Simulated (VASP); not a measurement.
# ZrSe2 (P-3m1) in VASP: notebook, part 3 of 3

VASP 6.6.1. The steps go on from the part before.

**4. Relaxation of cell and atoms, RPBE**

This run uses another cell than the first one, of 25.78 Å³/atom.

Contents of INCAR:

```
PREC     = Accurate       # precision mode
ENCUT    = 500            # plane-wave cutoff, eV
EDIFF    = 1E-7           # SCF threshold, eV
ISMEAR   = 0              # smearing method
SIGMA    = 0.01           # smearing width, eV
LREAL    = F              # projectors in reciprocal space
LASPH    = T              # aspherical terms in the spheres
NELM     = 120            # most SCF steps
ALGO     = Normal         # electronic algorithm
ISIF     = 3              # what is computed and relaxed
LWAVE    = F              # write WAVECAR
LCHARG   = F              # write CHGCAR
GGA      = RP             # functional
IBRION   = 2              # ionic algorithm
NSW      = 80             # ionic steps
EDIFFG   = -0.01          # ionic threshold
GGA_COMPAT= F            
NELMIN   = 4
```

Contents of KPOINTS:

```
Automatic mesh
0
Gamma
  6 6 3
```

Contents of POSCAR:

```
ZrSe2
1.0
    3.7980000000      0.0000000000      0.0000000000
   -1.8990000000      3.2891644800      0.0000000000
    0.0000000000      0.0000000000      6.1920000000
Zr Se
1 2
Direct
    0.0000000000      0.0000000000      0.0000000000
    0.3333333333      0.6666666667      0.2500000000
    0.6666666667      0.3333333333      0.7500000000
```

Potentials or basis: VASP PAW PBE potentials, release 64 (Zr_sv, Se).

Launch:

```
cat potpaw_PBE.64/Zr_sv/POTCAR potpaw_PBE.64/Se/POTCAR > POTCAR
mpirun -np 1 vasp_std > vasp.out
```

OUTCAR:

```text
PREC = Accurate
   ENCUT = 500
   EDIFF = 1E-7
   ISMEAR = 0
   LREAL = F
   LASPH = T
   NELM = 120
   ISIF = 3
   GGA = RP
   IBRION = 2
   NSW = 80
   EDIFFG = -0.01
   NELMIN = 4

 ion  position               nearest neighbor table
   1  0.000  0.000  0.000-   2 2.68   3 2.68   3 2.68   2 2.68   3 2.68   2 2.68
   2  0.333  0.667  0.250-   1 2.68   1 2.68   1 2.68
   3  0.667  0.333  0.750-   1 2.68   1 2.68   1 2.68

  LATTYP: Found a hexagonal cell.
 ALAT       =     3.7980000000
 C/A-ratio  =     1.6303317536

  Lattice vectors:

 A1 = (   3.7980000000,   0.0000000000,   0.0000000000)
 A2 = (  -1.8990000000,   3.2891644800,   0.0000000000)
 A3 = (   0.0000000000,   0.0000000000,   6.1920000000)

Analysis of symmetry for initial positions (statically):
=====================================================================
 Subroutine PRICEL returns:
 Original cell was already a primitive cell.

 Routine SETGRP: Setting up the symmetry group for a
 hexagonal supercell.

 Subroutine GETGRP returns: Found 12 space group operations
 (whereof 12 operations were pure point group operations)
 out of a pool of 24 trial point group operations.

The static configuration has the point symmetry D_3d.

Analysis of symmetry for dynamics (positions and initial velocities):
=====================================================================
 Subroutine PRICEL returns:
 Original cell was already a primitive cell.

 Routine SETGRP: Setting up the symmetry group for a
 hexagonal supercell.

 Subroutine GETGRP returns: Found 12 space group operations
 (whereof 12 operations were pure point group operations)
 out of a pool of 24 trial point group operations.

The dynamic configuration has the point symmetry D_3d.

 Subroutine INISYM returns: Found 12 space group operations
 (whereof 12 operations are pure point group operations),
 and found     1 'primitive' translations

----------------------------------------------------------------------------------------

                                     Primitive cell

  volume of cell :      77.3520

  direct lattice vectors                    reciprocal lattice vectors
     3.798000000  0.000000000  0.000000000     0.263296472  0.152014289  0.000000000
    -1.899000000  3.289164480  0.000000000     0.000000000  0.304028578  0.000000000
     0.000000000  0.000000000  6.192000000     0.000000000  0.000000000  0.161498708

  length of vectors
     3.798000000  3.797999997  6.192000000     0.304028578  0.304028578  0.161498708

  position of ions in fractional coordinates (direct lattice)
     0.000000000  0.000000000  0.000000000
     0.333333333  0.666666667  0.250000000
     0.666666667  0.333333333  0.750000000

  ion indices of the primitive-cell ions
   primitive index   ion index
                 1           1
                 2           2
                 3           3

----------------------------------------------------------------------------------------

 KPOINTS: Automatic mesh

Automatic generation of k-mesh.
 Grid dimensions read from file:
 generate k-points for:    6    6    3

 Generating k-lattice:

  Cartesian coordinates                     Fractional coordinates (reciprocal lattice)
     0.043882745  0.025335715  0.000000000     0.166666667  0.000000000  0.000000000
     0.000000000  0.050671430  0.000000000     0.000000000  0.166666667  0.000000000
     0.000000000  0.000000000  0.053832903     0.000000000  0.000000000  0.333333333

  Length of vectors
     0.050671430  0.050671430  0.053832903

  Shift w.r.t. Gamma in fractional coordinates (k-lattice)
     0.000000000  0.000000000  0.000000000

 Subroutine IBZKPT returns following result:
 ===========================================

 Found     17 irreducible k-points:

 Following reciprocal coordinates:
            Coordinates               Weight
  0.000000  0.000000  0.000000      1.000000
  0.166667  0.000000  0.000000      6.000000
  0.333333  0.000000  0.000000      6.000000
  0.500000  0.000000  0.000000      3.000000
  0.166667  0.166667  0.000000      6.000000
  0.333333  0.166667  0.000000     12.000000
[... 9 lines left out ...]
 -0.166667  0.500000  0.333333     12.000000
  0.333333  0.333333  0.333333      4.000000
   k-points           NKPTS =     17   k-points in BZ     NKDIM =     17   number of bands    NBANDS=     16
   number of dos      NEDOS =    301   number of ions     NIONS =      3
   total plane-waves  NPLWV =  37632
   dimension x,y,z NGX =    28 NGY =   28 NGZ =   48
   dimension x,y,z NGXF=    56 NGYF=   56 NGZF=   96
   ions per type =               1   2
   NGX,Y,Z   is equivalent  to a cutoff of  12.26, 12.26, 12.89 a.u.
   NGXF,Y,Z  is equivalent  to a cutoff of  24.51, 24.51, 25.77 a.u.
 SYSTEM =  unknown system
   PREC   = accura    normal or accurate (medium, high low for compatibility)
   ISTART =      0    job   : 0-new  1-cont  2-samecut
   ICHARG =      2    charge: 1-file 2-atom 10-const
   ISPIN  =      1    spin polarized calculation?
   LNONCOLLINEAR =      F non collinear calculations
   LSORBIT =      F    spin-orbit coupling
   LASPH  =      T    aspherical Exc in radial PAW
   ENCUT  =  500.0 eV  36.75 Ry    6.06 a.u.   6.92  6.92 11.29*2*pi/ulx,y,z
   NELM   =    120;   NELMIN=  4; NELMDL= -5     # of ELM steps
   EDIFF  = 0.1E-06   stopping-criterion for ELM
   LREAL  =      F    real-space projection
   EDIFFG = -.1E-01   stopping-criterion for IOM
   NSW    =     80    number of steps for IOM
   IBRION =      2    ionic relax: 0-MD 1-quasi-New 2-CG
   NFREE  =      1    steps in history (QN), initial steepest desc. (CG)
   ISIF   =      3    stress and relaxation
   ISYM   =      2    0-nonsym 1-usesym 2-fastsym
   POTIM  = 0.5000    time-step for ionic-motion
   TEBEG  =    0.0;   TEEND  =   0.0 temperature during run
   PSTRESS=    0.0 pullay stress
   NELECT =      24.0000    total number of electrons
   NUPDOWN=      -1.0000    fix difference up-down
   EMIN   =  10.00;   EMAX   =-10.00  energy-range for DOS
   EFERMI =   0.00;   METHOD = LEGACY
   ISMEAR =     0;   SIGMA  =   0.01  broadening in eV -4-tet -1-fermi 0-gaus
   EFERMI_NEDOS =   21; number of points for ismear=-14 and -15
   IALGO  =     38    algorithm
   IMIX   =      4    mixing-type and parameters
     AMIX     =   0.40;   BMIX     =  1.00
     AMIX_MAG =   1.60;   BMIX_MAG =  1.00
  volume/ion in A,a.u.               =      25.78       174.00
  Fermi-wavevector in a.u.,A,eV,Ry     =   1.108293  2.094371 16.712230  1.228314
  Thomas-Fermi vector in A             =   2.244819
   LORBIT       =      0    0 simple, 1 ext, 2 COOP (PROOUT), +10 PAW based schemes
   GGA     = RP    functional components
   LHFCALC =     F    Hartree Fock is set to
   AEXX    =    0.0000 exact exchange contribution
   IVDW    =     0    specifies the selected vdW correction
   LEPSILON=     F    determine dielectric tensor
   LRPA    =     F    only Hartree local field effects (RPA)
 conjugate gradient relaxation of ions
 non-spin polarized calculation
 Gauss-broadening in eV      SIGMA  =   0.01
  energy-cutoff  :      500.00
  volume of cell :       77.35
 maximum number of plane-waves:      1972
   NGX = 13   NGY = 13   NGZ = 23

--------------------------------------- Ionic step        1  -------------------------------------------

 number of electron      24.0000002 magnetization

 Free energy of the ion-electron system (eV)
  ---------------------------------------------------
  ext. energy  EPLUGINS =         0.00000000
  ---------------------------------------------------
  free energy    TOTEN  =       -18.46267863 eV

  energy without entropy =      -18.46267863  energy(sigma->0) =      -18.46267863

 E-fermi :   4.4319     XC(G=0):  -9.2778

 val. band max:        4.3361769609   @ k =   0.0000   0.0000   0.0000
 cond. band min:       4.8259694056   @ k =   0.5000   0.0000   0.3333
 fundamental gap:      0.4897924447
 Fermi energy:         4.4318713766

 k-point     1 :       0.0000    0.0000    0.0000
  band No.  band energies     occupation
      1     -45.1822      2.00000
      2     -23.2327      2.00000
      3     -23.1144      2.00000
      4     -23.1144      2.00000
      5      -8.8317      2.00000
      6      -7.5794      2.00000
[... 416 lines left out ...]
  FREE ENERGIE OF THE ION-ELECTRON SYSTEM (eV)
  ---------------------------------------------------
  free  energy   TOTEN  =       -18.5133668658 eV

  energy  without entropy=      -18.5133668658  energy(sigma->0) =      -18.51336687

[... ionic steps 4 to 34 ...]

--------------------------------------- Ionic step       35  -------------------------------------------

 number of electron      24.0000001 magnetization

------------------------ aborting loop because EDIFF is reached ----------------------------------------
[... 69 lines left out ...]
--------------------------------------- Ionic step       37  -------------------------------------------

 number of electron      24.0000001 magnetization

 Free energy of the ion-electron system (eV)
  ---------------------------------------------------
  ext. energy  EPLUGINS =         0.00000000
  ---------------------------------------------------
  free energy    TOTEN  =       -18.61268933 eV

  energy without entropy =      -18.61268933  energy(sigma->0) =      -18.61268933

 E-fermi :   2.2198     XC(G=0):  -7.8763

 val. band max:        2.1280273475   @ k =   0.0000   0.0000   0.0000
 cond. band min:       2.7408855331   @ k =   0.5000   0.0000   0.3333
 fundamental gap:      0.6128581856
 Fermi energy:         2.2198397589

 k-point     1 :       0.0000    0.0000    0.0000
  band No.  band energies     occupation
      1     -47.4332      2.00000
      2     -25.4484      2.00000
      3     -25.3468      2.00000
      4     -25.3468      2.00000
      5     -10.5952      2.00000
      6      -9.7336      2.00000
[... 342 lines left out ...]
  FREE ENERGIE OF THE ION-ELECTRON SYSTEM (eV)
  ---------------------------------------------------
  free  energy   TOTEN  =       -18.6126893295 eV

  energy  without entropy=      -18.6126893295  energy(sigma->0) =      -18.61268933

 reached required accuracy - stopping structural energy minimisation
```

It took 19 min on 1 thread of Intel Xeon 8259CL, shared host; peak memory 0.2 GiB.

Results:

```
Free energy                           : -18.6127 eV
Relaxed volume                        : 32.79 Å³/atom
Relaxed cell                          : a = 3.846 Å, b = 3.846 Å, c = 7.682 Å, α = 90.00°, β = 90.00°, γ = 120.00°
Space group after relaxing (to 0.1 Å) : P-3m1 (No. 164)
Energy gained by relaxing             : 50.0 meV/atom
Ionic steps                           : 37
Pressure after relaxing               : 0.0 GPa
Band gap on the k mesh                : 0.61 eV (least direct gap 1.17 eV)
```

Forces on the atoms (eV/Å):
```
Zr   0.000  0.000  0.000
Se   0.000  0.000 -0.003
Se   0.000  0.000  0.003
```

The path:
```
step  energy change (eV)  largest force (eV/Å)  pressure (GPa)  volume (Å³)
   1              0.0000                0.3573            4.11        77.35
   2             -0.0047                0.7626           -3.18        84.99
   3             -0.0507                0.2477            0.04        81.13
   4             -0.0595                0.2471            0.06        81.60
   5             -0.0805                0.2465            0.17        82.97
   6             -0.1030                0.2390            0.55        85.63
   7             -0.1135                0.2315            0.20        86.95
   8             -0.1288                0.2059           -0.69        90.75
   9             -0.1294                0.2011           -0.87        91.57
  10             -0.1350                0.0628           -0.36        91.96
  11             -0.1365                0.0468            0.05        92.26
  12             -0.1387                0.0438            0.13        92.43
  13             -0.1430                0.0358            0.37        92.92
  14             -0.1413                0.0225            0.90        93.85
  15             -0.1439                0.0339            0.59        93.31
  16             -0.1457                0.0622            0.13        94.29
  17             -0.1457                0.0853            0.02        94.53
  18             -0.1463                0.0782           -0.01        94.75
  19             -0.1472                0.0577           -0.12        95.39
  20             -0.1464                0.0174           -0.33        96.68
  21             -0.1474                0.0458           -0.18        95.75
  22             -0.1477                0.0124            0.09        95.63
  23             -0.1477                0.0091            0.07        95.64
  24             -0.1480                0.0046            0.08        95.74
  25             -0.1486                0.0077            0.12        96.04
  26             -0.1484                0.0322            0.21        96.64
  27             -0.1487                0.0164            0.16        96.27
  28             -0.1489                0.0404            0.02        96.64
  29             -0.1489                0.0615           -0.10        96.96
  30             -0.1491                0.0571           -0.11        97.16
  31             -0.1495                0.0437           -0.15        97.77
  32             -0.1496                0.0162           -0.21        98.98
  33             -0.1497                0.0276           -0.18        98.45
  34             -0.1499                0.0315            0.12        98.26
  35             -0.1499                0.0118            0.02        98.33
  36             -0.1500                0.0063            0.03        98.35
  37             -0.1500                0.0030            0.04        98.38
```

Final structure:
```yaml
crystal:
  lattice:
    - [3.84553, 0.00000, 0.00000]
    - [-1.92277, 3.33033, 0.00000]
    - [0.00000, 0.00000, 7.68151]
  atoms:
    - { symbol: Zr, position: [0.00000, 0.00000, 0.00000] }
    - { symbol: Se, position: [0.33333, 0.66667, 0.20565] }
    - { symbol: Se, position: [0.66667, 0.33333, 0.79435] }
```

Caveat: the volume moved by over 15 % at a fixed basis, so the end points are rough; the PAW data sets were made with another functional, which shifts forces and pressure a little; an odd mesh through Γ misses points on the zone boundary, where band edges can lie; this functional lacks dispersion, which binds the layers, so the pressure and a relaxed spacing across them are unreliable.

**5. Relaxation of cell and atoms, PBE+D3(BJ)**

This run uses another cell than the first one, of 25.78 Å³/atom.

Contents of INCAR:

```
  PREC = Accurate
  ENCUT = 500
  EDIFF = 1E-7
  ISMEAR = 0
  SIGMA = 0.01
  LREAL = False
  LASPH = True
  NELM = 120
  ALGO = Normal
  ISIF = 3
  LWAVE = False
  LCHARG = False
  GGA = PE
  IVDW = 12
  IBRION = 2
  NSW = 80
  EDIFFG = -0.01
  GGA_COMPAT = False
  NELMIN = 4
```

KPOINTS is that of step 4.

POSCAR is that of step 4.

Launch:

```
cat potpaw_PBE.64/Zr_sv/POTCAR potpaw_PBE.64/Se/POTCAR > POTCAR
mpirun -np 1 vasp_std > vasp.out
```

It took 6 min on 1 thread of Intel Xeon 8259CL, shared host; peak memory 0.21 GiB.

It converged, with:

```yaml
Free_energy: -20.7218 eV
Relaxed_volume: 24.44 Å³/atom
Relaxed_cell: a = 3.748 Å, b = 3.748 Å, c = 6.028 Å, α = 90.00°, β = 90.00°, γ = 120.00°
Space_group_after_relaxing_to_0.1_Å: P-3m1 (No. 164)
Energy_gained_by_relaxing: 9.8 meV/atom
Ionic_steps: 12
Pressure_after_relaxing: 0.0 GPa
Band_gap_on_the_k_mesh: 0.13 eV (least direct gap 0.90 eV)
Dispersion_energy_per_atom: -0.404 eV
```

Forces on the atoms (eV/Å):
```
Zr   0.000  0.000  0.000
Se   0.000  0.000  0.003
Se   0.000  0.000 -0.003
```

The path:
| step | energy change (eV) | largest force (eV/Å) | pressure (GPa) | volume (Å³) |
| --- | --- | --- | --- | --- |
| 1 | 0.0000 | 0.3026 | -0.35 | 77.35 |
| 2 | -0.0118 | 0.1963 | -0.31 | 76.72 |
| 3 | -0.0163 | 0.0795 | -0.26 | 76.06 |
| 4 | -0.0196 | 0.1199 | 0.10 | 75.37 |
| 5 | -0.0227 | 0.2214 | 1.09 | 73.64 |
| 6 | -0.0234 | 0.2106 | 1.05 | 73.57 |
| 7 | -0.0254 | 0.1785 | 0.93 | 73.36 |
| 8 | -0.0279 | 0.1130 | 0.72 | 72.94 |
| 9 | -0.0260 | 0.0188 | 0.34 | 72.10 |
| 10 | -0.0283 | 0.0734 | 0.61 | 72.67 |
| 11 | -0.0289 | 0.0482 | 0.39 | 72.90 |
| 12 | -0.0294 | 0.0030 | 0.01 | 73.32 |

Final structure:
```
CELL_PARAMETERS angstrom
3.74775 0.00000 0.00000
-1.87387 3.24565 0.00000
0.00000 0.00000 6.02760
ATOMIC_POSITIONS crystal
Zr 0.00000 0.00000 0.00000
Se 0.33333 0.66667 0.26417
Se 0.66667 0.33333 0.73583
```

Levels at points of the mesh, in eV from the valence-band top:
```
           k point  band 9  band 10  band 11  band 12  band 13  band 14  band 15  band 16
(0.00, 0.00, 0.00)   -2.80    -0.14    -0.14     0.00     0.90     0.90     1.23     3.94
(0.50, 0.00, 0.00)   -2.98    -2.61    -2.53    -1.58     0.25     2.46     2.87     4.60
```

Caveat: an odd mesh through Γ misses points on the zone boundary, where band edges can lie.

**6. Overview**

```csv
task,level,cell,gap on the mesh (eV),pressure (GPa),relaxed volume (Å³/atom),largest force (eV/Å)
single point,PBE+D3(BJ),"a = 3.747, b = 3.747, c = 6.028 Å, angles 90.0, 90.0, 120.0°, 3 atoms, atomic positions A",0.13,0.1,-,0.02
single point,RPBE,"a = 3.846, b = 3.846, c = 8.185 Å, angles 90.0, 90.0, 120.0°, 3 atoms, atomic positions B",0.62,0.0,-,0.01
relaxation of cell and atoms,RPBE,"relaxed from a = 3.798, b = 3.798, c = 6.192 Å, angles 90.0, 90.0, 120.0°, 3 atoms, atomic positions C",0.61,0.0,32.79,-
relaxation of cell and atoms,PBE+D3(BJ),"relaxed from a = 3.798, b = 3.798, c = 6.192 Å, angles 90.0, 90.0, 120.0°, 3 atoms, atomic positions C",0.13,0.0,24.44,-
```

Alike in all rows: potentials or basis VASP PAW PBE potentials, release 64 (Zr_sv, Se); no spin polarisation; k mesh 6 × 6 × 3; cutoff (eV) 500; smearing gaussian 0.01 eV.

Caveats: an odd mesh through Γ misses points on the zone boundary, where band edges can lie; the PAW data sets were made with another functional, which shifts forces and pressure a little (at least some runs); this functional lacks dispersion, which binds the layers, so the pressure and a relaxed spacing across them are unreliable (at least some runs); the volume moved by over 15 % at a fixed basis, so the end points are rough (at least some runs).

Total energies depend on the potentials used, so only differences within one code and one set of settings carry meaning.

**7. Comparison with measurements**

Step 2. Measured gap of ZrSe2: 1.2 eV (indirect; quoted in “Stress-Tuned Optical Transitions in Layered 1T-MX2 (M= Hf, Zr, Sn; X= S, Se) Crystals”, 2022, arxiv:2210.12074). This calculation gives 0.13 eV (-1.07 eV). So large a miss can be the level of theory's own, or it may mean another phase, state or a wrong row. Spin-orbit coupling on Se, Zr is left out. The value is that of PBE+D3(BJ) on a finite k mesh, which can miss the band edges, without temperature or zero-point motion. Semilocal functionals fall short of measured gaps as a rule.

Step 3. A measured gap of ZrSe2 is 1.2 eV (indirect; quoted in “Stress-Tuned Optical Transitions in Layered 1T-MX2 (M= Hf, Zr, Sn; X= S, Se) Crystals”, 2022, arxiv:2210.12074); the calculated 0.62 eV misses it by -0.58 eV. Spin-orbit coupling on Se, Zr is left out. The value is that of RPBE on a finite k mesh, which can miss the band edges, without temperature or zero-point motion. Semilocal functionals fall short of measured gaps as a rule.
